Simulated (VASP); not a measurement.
# Ta3N in VASP: a series of runs

Ta3N is run at these levels: r2SCAN, PBEsol, LDA; tasks: single point.

Program: VASP 6.6.1. These are calculated values, not measurements. Logs are shortened: lines on timing, memory, paths and dates and some standing lists are left out, and cuts for length are marked.

### Step 1. The cell of the first run

The structure is trigonal, space group P-3m1 (No. 164). Conventional cell: a = 3.032 Å, b = 3.032 Å, c = 7.524 Å, α = 90.00°, β = 90.00°, γ = 120.00°. Ta (site symmetry 3m) has 3 N at 2.19 Å within 2.9 Å. Ta (site symmetry -3m) has 12 Ta at 3.01 to 3.03 Å and 2 N at 3.76 Å within 4.0 Å. Within 2.9 Å of N (site symmetry -3m) lie 6 Ta at 2.19 Å.

### Step 2. Single point, r2SCAN

The input, POSCAR:

```
Ta3N
1.0
    3.0322239879      0.0000000000      0.0000000000
   -1.5161119940      2.6259830035      0.0000000000
    0.0000000000      0.0000000000      7.5241370000
Ta N
3 1
Direct
    0.6666666667      0.3333333333      0.8260700000
    0.3333333333      0.6666666667      0.1739300000
    0.0000000000      0.0000000000      0.5000000000
    0.0000000000      0.0000000000      0.0000000000
```

The input, INCAR.step1:

```
SYSTEM = Ta3N
PREC = Accurate ; ENCUT = 520
ISMEAR = -1 ; SIGMA = 0.05
LREAL = .False. ; LASPH = .True.
NELM = 80 ; NBANDS = 27
GGA = PE ; ALGO = Normal
EDIFF = 1E-4 ; LWAVE = .True.
LCHARG = .False.
```

The input, INCAR.step2:

```
SYSTEM = Ta3N
PREC = Accurate ; ENCUT = 520
EDIFF = 1E-6 ; ISMEAR = -1
SIGMA = 0.05 ; LREAL = .False.
LASPH = .True. ; NELM = 80
ALGO = Normal ; ISIF = 2
LWAVE = .False. ; LCHARG = .True.
METAGGA = R2SCAN ; LMIXTAU = .True.
LELF = .True. ; LVHAR = .True.
NBANDS = 27 ; ISTART = 1
```

The input, KPOINTS:

```
Automatic mesh
0
Gamma
  10 10 4
  0 0 0
```

Potentials or basis: VASP PAW PBE potentials, release 64 (Ta_pv, N).

Launch:

```
cat potpaw_PBE.64/Ta_pv/POTCAR potpaw_PBE.64/N/POTCAR > POTCAR
cp INCAR.step1 INCAR
mpirun -np 1 vasp_std > vasp.out
cp INCAR.step2 INCAR
mpirun -np 1 vasp_std > vasp.out
```

OUTCAR:

```text
SYSTEM = Ta3N
   PREC = Accurate
   ENCUT = 520
   EDIFF = 1E-6
   ISMEAR = -1
   LREAL = .False.
   LASPH = .True.
   NELM = 80
   ISIF = 2
   METAGGA = R2SCAN
   ISTART = 1

 ion  position               nearest neighbor table
   1  0.667  0.333  0.826-   4 2.19   4 2.19   4 2.19   3 3.01   3 3.01   3 3.01   2 3.15   2 3.15
                             2 3.15
   2  0.333  0.667  0.174-   4 2.19   4 2.19   4 2.19   3 3.01   3 3.01   3 3.01   1 3.15   1 3.15
                             1 3.15
   3  0.000  0.000  0.500-   1 3.01   2 3.01   1 3.01   2 3.01   1 3.01   2 3.01
   4  0.000  0.000  0.000-   1 2.19   2 2.19   1 2.19   2 2.19   1 2.19   2 2.19

  LATTYP: Found a hexagonal cell.
 ALAT       =     3.0322239879
 C/A-ratio  =     2.4813922158

  Lattice vectors:

 A1 = (   3.0322239879,   0.0000000000,   0.0000000000)
 A2 = (  -1.5161119940,   2.6259830035,   0.0000000000)
 A3 = (   0.0000000000,   0.0000000000,   7.5241370000)

Analysis of symmetry for initial positions (statically):
=====================================================================
 Subroutine PRICEL returns:
 Original cell was already a primitive cell.

 Routine SETGRP: Setting up the symmetry group for a
 hexagonal supercell.

 Subroutine GETGRP returns: Found 12 space group operations
 (whereof 12 operations were pure point group operations)
 out of a pool of 24 trial point group operations.

The static configuration has the point symmetry D_3d.

Analysis of symmetry for dynamics (positions and initial velocities):
=====================================================================
 Subroutine PRICEL returns:
 Original cell was already a primitive cell.

 Routine SETGRP: Setting up the symmetry group for a
 hexagonal supercell.

 Subroutine GETGRP returns: Found 12 space group operations
 (whereof 12 operations were pure point group operations)
 out of a pool of 24 trial point group operations.

The dynamic configuration has the point symmetry D_3d.

 Subroutine INISYM returns: Found 12 space group operations
 (whereof 12 operations are pure point group operations),
 and found     1 'primitive' translations

----------------------------------------------------------------------------------------

                                     Primitive cell

  volume of cell :      59.9115

  direct lattice vectors                    reciprocal lattice vectors
     3.032223988  0.000000000  0.000000000     0.329790940  0.190404888  0.000000000
    -1.516111994  2.625983004  0.000000000     0.000000000  0.380809776  0.000000000
     0.000000000  0.000000000  7.524137000     0.000000000  0.000000000  0.132905608

  length of vectors
     3.032223988  3.032223988  7.524137000     0.380809776  0.380809776  0.132905608

  position of ions in fractional coordinates (direct lattice)
     0.666666667  0.333333333  0.826070000
     0.333333333  0.666666667  0.173930000
     0.000000000  0.000000000  0.500000000
     0.000000000  0.000000000  0.000000000

  ion indices of the primitive-cell ions
   primitive index   ion index
                 1           1
                 2           2
                 3           3
                 4           4

----------------------------------------------------------------------------------------

 KPOINTS: Automatic mesh

Automatic generation of k-mesh.
 Grid dimensions read from file:
 generate k-points for:   10   10    4

 Generating k-lattice:

  Cartesian coordinates                     Fractional coordinates (reciprocal lattice)
     0.032979094  0.019040489  0.000000000     0.100000000  0.000000000  0.000000000
     0.000000000  0.038080978  0.000000000     0.000000000  0.100000000  0.000000000
     0.000000000  0.000000000  0.033226402     0.000000000  0.000000000  0.250000000

  Length of vectors
     0.038080978  0.038080978  0.033226402

  Shift w.r.t. Gamma in fractional coordinates (k-lattice)
     0.000000000  0.000000000  0.000000000

 Subroutine IBZKPT returns following result:
 ===========================================

 Found     50 irreducible k-points:

 Following reciprocal coordinates:
            Coordinates               Weight
  0.000000  0.000000  0.000000      1.000000
  0.100000  0.000000  0.000000      6.000000
  0.200000  0.000000  0.000000      6.000000
  0.300000  0.000000  0.000000      6.000000
  0.400000 -0.000000  0.000000      6.000000
  0.500000  0.000000  0.000000      3.000000
[... 16 lines left out ...]
  0.000000  0.400000  0.250000      6.000000
  0.500000  0.000000  0.250000      6.000000
 [... further k-points ...]
   k-points           NKPTS =     50   k-points in BZ     NKDIM =     50   number of bands    NBANDS=     27
   number of dos      NEDOS =    301   number of ions     NIONS =      4
   total plane-waves  NPLWV =  32256
   dimension x,y,z NGX =    24 NGY =   24 NGZ =   56
   dimension x,y,z NGXF=    48 NGYF=   48 NGZF=  112
   ions per type =               3   1
   NGX,Y,Z   is equivalent  to a cutoff of  13.16, 13.16, 12.37 a.u.
   NGXF,Y,Z  is equivalent  to a cutoff of  26.32, 26.32, 24.75 a.u.
 SYSTEM =  Ta3N
   PREC   = accura    normal or accurate (medium, high low for compatibility)
   ISTART =      1    job   : 0-new  1-cont  2-samecut
   ICHARG =      0    charge: 1-file 2-atom 10-const
   ISPIN  =      1    spin polarized calculation?
   LNONCOLLINEAR =      F non collinear calculations
   LSORBIT =      F    spin-orbit coupling
   LASPH  =      T    aspherical Exc in radial PAW
   ENCUT  =  520.0 eV  38.22 Ry    6.18 a.u.   5.64  5.64 13.99*2*pi/ulx,y,z
   NELM   =     80;   NELMIN=  2; NELMDL=  0     # of ELM steps
   EDIFF  = 0.1E-05   stopping-criterion for ELM
   LREAL  =      F    real-space projection
   EDIFFG = 0.1E-04   stopping-criterion for IOM
   NSW    =      0    number of steps for IOM
   IBRION =     -1    ionic relax: 0-MD 1-quasi-New 2-CG
   NFREE  =      0    steps in history (QN), initial steepest desc. (CG)
   ISIF   =      2    stress and relaxation
   ISYM   =      2    0-nonsym 1-usesym 2-fastsym
   POTIM  = 0.5000    time-step for ionic-motion
   TEBEG  =    0.0;   TEEND  =   0.0 temperature during run
   PSTRESS=    0.0 pullay stress
   NELECT =      38.0000    total number of electrons
   NUPDOWN=      -1.0000    fix difference up-down
   EMIN   =  10.00;   EMAX   =-10.00  energy-range for DOS
   EFERMI =   0.00;   METHOD = LEGACY
   ISMEAR =    -1;   SIGMA  =   0.05  broadening in eV -4-tet -1-fermi 0-gaus
   EFERMI_NEDOS =   21; number of points for ismear=-14 and -15
   IALGO  =     38    algorithm
   IMIX   =      4    mixing-type and parameters
     AMIX     =   0.40;   BMIX     =  1.00
     AMIX_MAG =   1.60;   BMIX_MAG =  1.00
  volume/ion in A,a.u.               =      14.98       101.08
  Fermi-wavevector in a.u.,A,eV,Ry     =   1.406585  2.658061 26.918884  1.978482
  Thomas-Fermi vector in A             =   2.528931
   LORBIT       =      0    0 simple, 1 ext, 2 COOP (PROOUT), +10 PAW based schemes
   METAGGA = R2SCAN    functional components
   LHFCALC =     F    Hartree Fock is set to
   AEXX    =    0.0000 exact exchange contribution
   IVDW    =     0    specifies the selected vdW correction
   LEPSILON=     F    determine dielectric tensor
   LRPA    =     F    only Hartree local field effects (RPA)
 non-spin polarized calculation
  energy-cutoff  :      520.00
  volume of cell :       59.91
 maximum number of plane-waves:      1642
 NGX is ok and might be reduce to    24
   NGX = 11   NGY = 11   NGZ = 27

 number of electron      38.0000001 magnetization

 Free energy of the ion-electron system (eV)
  ---------------------------------------------------
  ext. energy  EPLUGINS =         0.00000000
  ---------------------------------------------------
  free energy    TOTEN  =      -157.03698626 eV

  energy without entropy =     -157.01471491  energy(sigma->0) =     -157.02585058

 E-fermi :   6.6018     XC(G=0): -13.7662

 val. band max:        6.5840785459   @ k =   0.0000   0.1000   0.2500
 cond. band min:       6.6092264499   @ k =   0.2000   0.2000   0.0000
 fundamental gap:      0.0251479040
 Fermi energy:         6.6018092603

 k-point     1 :       0.0000    0.0000    0.0000
  band No.  band energies     occupation
      1     -29.8932      2.00000
      2     -29.6024      2.00000
      3     -29.2514      2.00000
      4     -29.2514      2.00000
      5     -29.2236      2.00000
      6     -29.2236      2.00000
[... 19 lines left out ...]
     26       9.0647      0.00000
     27      10.2115      0.00000

 k-point     2 :       0.1000    0.0000    0.0000
  band No.  band energies     occupation
      1     -29.8774      2.00000
      2     -29.5940      2.00000
      3     -29.3260      2.00000
      4     -29.2916      2.00000
      5     -29.2748      2.00000
      6     -29.2343      2.00000
[... 19 lines left out ...]
     26       9.4926      0.00000
     27      10.7237      0.00000

 k-point     3 :       0.2000    0.0000    0.0000
  band No.  band energies     occupation
      1     -29.8447      2.00000
      2     -29.6175      2.00000
      3     -29.4804      2.00000
      4     -29.4472      2.00000
      5     -29.3301      2.00000
      6     -29.2677      2.00000
[... 19 lines left out ...]
     26      10.1940      0.00000
     27      11.1807      0.00000

 k-point     4 :       0.3000    0.0000    0.0000
  band No.  band energies     occupation
      1     -29.8706      2.00000
      2     -29.7904      2.00000
      3     -29.6252      2.00000
      4     -29.4641      2.00000
      5     -29.3940      2.00000
      6     -29.3123      2.00000
[... 19 lines left out ...]
     26      10.7799      0.00000
     27      11.3654      0.00000

 k-point     5 :       0.4000   -0.0000    0.0000
  band No.  band energies     occupation
      1     -30.0070      2.00000
      2     -29.9428      2.00000
      3     -29.6536      2.00000
      4     -29.4437      2.00000
      5     -29.4403      2.00000
      6     -29.3494      2.00000
[... 19 lines left out ...]
     26      11.4376      0.00000
     27      11.7641      0.00000

 k-point     6 :       0.5000    0.0000    0.0000
  band No.  band energies     occupation
      1     -30.0710      2.00000
      2     -30.0029      2.00000
      3     -29.6558      2.00000
      4     -29.4624      2.00000
      5     -29.4295      2.00000
      6     -29.3637      2.00000
[... 444 lines left out ...]
      1     -29.8755      2.00000
      2     -29.8006      2.00000
      3     -29.6270      2.00000
      4     -29.4365      2.00000
      5     -29.3925      2.00000
      6     -29.3140      2.00000
[... 19 lines left out ...]
     26      10.9398      0.00000
     27      11.4664      0.00000

 k-point    22 :       0.4000   -0.0000    0.2500
  band No.  band energies     occupation
      1     -30.0130      2.00000
      2     -29.9216      2.00000
      3     -29.6259      2.00000
      4     -29.5111      2.00000
      5     -29.4397      2.00000
      6     -29.3542      2.00000
[... 19 lines left out ...]
     26      11.1530      0.00000
     27      11.1990      0.00000

 k-point    23 :       0.0000    0.4000    0.2500
  band No.  band energies     occupation
      1     -30.0232      2.00000
      2     -29.9298      2.00000
      3     -29.6458      2.00000
      4     -29.4417      2.00000
      5     -29.4410      2.00000
      6     -29.3527      2.00000
[... 19 lines left out ...]
     26      11.4636      0.00000
     27      11.9004      0.00000

 k-point    24 :       0.5000    0.0000    0.2500
  band No.  band energies     occupation
      1     -30.0859      2.00000
      2     -29.9854      2.00000
      3     -29.6277      2.00000
      4     -29.4743      2.00000
      5     -29.4588      2.00000
      6     -29.3680      2.00000
[... 19 lines left out ...]
     26      11.6229      0.00000
     27      12.4118      0.00000

 [... further k-points ...]
[... 5 lines left out ...]
  --------------------------------------------------------------------------------------
  -------------------------------------------------------------------------------------
  Total       -1.4349017     -1.4349017     -0.6125015      0.0000000     -0.0000000     -0.0000000
  in kB      -38.3727439    -38.3727439    -16.3797729      0.0000000     -0.0000000     -0.0000000
  external PRESSURE =     -31.0417536 kB  Pullay stress =       0.0000000 kB

 VOLUME and BASIS-vectors are now :
 -----------------------------------------------------------------------------
  energy-cutoff  :      520.00
  volume of cell :       59.91
      direct lattice vectors                 reciprocal lattice vectors
     3.032223988  0.000000000  0.000000000     0.329790940  0.190404888  0.000000000
    -1.516111994  2.625983004  0.000000000     0.000000000  0.380809776  0.000000000
     0.000000000  0.000000000  7.524137000     0.000000000  0.000000000  0.132905608

 POSITION                                       TOTAL-FORCE (eV/Angst)
 -----------------------------------------------------------------------------------
      1.51611      0.87533      6.21546        -0.000000      0.000000      0.004605
     -0.00000      1.75066      1.30867         0.000000     -0.000000     -0.004605
      0.00000      0.00000      3.76207        -0.000000      0.000000      0.000000
      0.00000      0.00000      0.00000        -0.000000      0.000000      0.000000
 -----------------------------------------------------------------------------------
    total drift:                                0.000000     -0.000000      0.000000

  FREE ENERGIE OF THE ION-ELECTRON SYSTEM (eV)
  ---------------------------------------------------
  free  energy   TOTEN  =      -157.0369862589 eV

  energy  without entropy=     -157.0147149074  energy(sigma->0) =     -157.02585058
```

Run time: 4.1 min. Hardware: 1 thread of Intel Xeon 6975P-C (Granite Rapids), shared host; peak memory 0.22 GiB.

What came out:

```
Free energy            : -157.0370 eV
Pressure               : -3.1 GPa
Largest force          : 0.005 eV/Å
Band gap on the k mesh : zero (band 19 reaches 6.89 eV, above the bottom of band 20 at 6.32 eV)
```

Forces on the atoms (eV/Å):
```
Ta   0.000  0.000  0.005
Ta   0.000  0.000 -0.005
Ta   0.000  0.000  0.000
N    0.000  0.000  0.000
```

Caveat: the PAW data sets were made with another functional, which shifts forces and pressure a little; spin-orbit coupling is left out, which moves the levels of the heavy elements.

### Step 3. Single point, PBEsol (atoms moved at random)

The input, INCAR:

```
SYSTEM = Ta3N
PREC     = Accurate       ! precision mode
ENCUT    = 520            ! plane-wave cutoff, eV
EDIFF    = 1E-6           ! SCF threshold, eV
ISMEAR   = -1             ! smearing method
SIGMA    = 0.05           ! smearing width, eV
LREAL    = .FALSE.        ! projectors in reciprocal space
LASPH    = .TRUE.         ! aspherical terms in the spheres
NELM     = 80             ! most SCF steps
ALGO     = Normal         ! electronic algorithm
ISIF     = 2              ! what is computed and relaxed
LWAVE    = .FALSE.        ! write WAVECAR
LCHARG   = .FALSE.        ! write CHGCAR
GGA      = PS             ! functional
NBANDS   = 27             ! bands
```

The input, KPOINTS:

```
Automatic mesh
0
G
  10 10 4
  0 0 0
```

The input, POSCAR:

```
Ta3N
1.0
    3.0322239879      0.0000000000      0.0000000000
   -1.5161119940      2.6259830035      0.0000000000
    0.0000000000      0.0000000000      7.5241370000
Ta N
3 1
Direct
    0.6785570000      0.3518300000      0.8224020000
    0.3477140000      0.6649050000      0.1754850000
   -0.0005500000      0.0006550000      0.4951950000
   -0.0037170000      0.0154590000     -0.0067660000
```

Potentials or basis: VASP PAW PBE potentials, release 64 (Ta_pv, N).

Launch:

```
cat potpaw_PBE.64/Ta_pv/POTCAR potpaw_PBE.64/N/POTCAR > POTCAR
mpirun -np 1 vasp_std > vasp.out
```

It took 3.8 min on 1 thread of Intel Xeon 6975P-C, shared host; peak memory 0.38 GiB.

The run converged. Its results:

```
Free energy            : -48.3264 eV
Pressure               : -7.9 GPa
Largest force          : 1.121 eV/Å
Band gap on the k mesh : zero (band 19 reaches 6.92 eV, above the bottom of band 20 at 6.20 eV)
```

Forces on the atoms (eV/Å):
```
Ta  -0.264 -0.012  0.131
Ta  -0.354  0.173 -1.049
Ta  -0.004  0.024  0.347
N    0.622 -0.186  0.571
```

Stress tensor (GPa, compression positive):
```
-8.89  0.04 -0.45
 0.04 -8.12  0.59
-0.45  0.59 -6.78
```

Levels at points of the mesh, in eV from the Fermi level:
```csv
k point,band 15,band 16,band 17,band 18,band 19,band 20,band 21,band 22,band 23,band 24
"(0.00, 0.00, 0.00)",-3.63,-1.34,-0.47,-0.45,-0.25,0.20,0.24,0.90,1.70,1.81
"(0.50, 0.00, 0.00)",-3.79,-3.15,-1.16,-0.48,0.08,0.64,0.90,3.47,4.02,4.44
"(0.00, 0.50, 0.00)",-3.79,-3.14,-1.14,-0.51,-0.05,0.63,0.89,3.44,4.12,4.41
"(0.50, 0.50, 0.00)",-3.79,-3.16,-1.20,-0.45,0.23,0.58,0.95,3.56,3.93,4.39
"(0.00, 0.00, 0.50)",-3.80,-1.35,-1.00,-0.25,-0.21,0.48,0.50,1.01,1.18,1.33
"(0.50, 0.00, 0.50)",-3.72,-2.92,-1.33,-1.28,0.17,0.88,1.20,2.38,4.42,4.57
"(0.00, 0.50, 0.50)",-3.72,-2.91,-1.37,-1.28,0.13,0.80,1.19,2.41,4.43,4.52
"(0.50, 0.50, 0.50)",-3.72,-2.95,-1.36,-1.23,0.20,1.02,1.19,2.34,4.46,4.53
```

Caveat: the cell differs from its parent crystal (atoms moved at random); the PAW data sets were made with another functional, which shifts forces and pressure a little; spin-orbit coupling is left out, which moves the levels of the heavy elements.

[end of part 1 of 2]
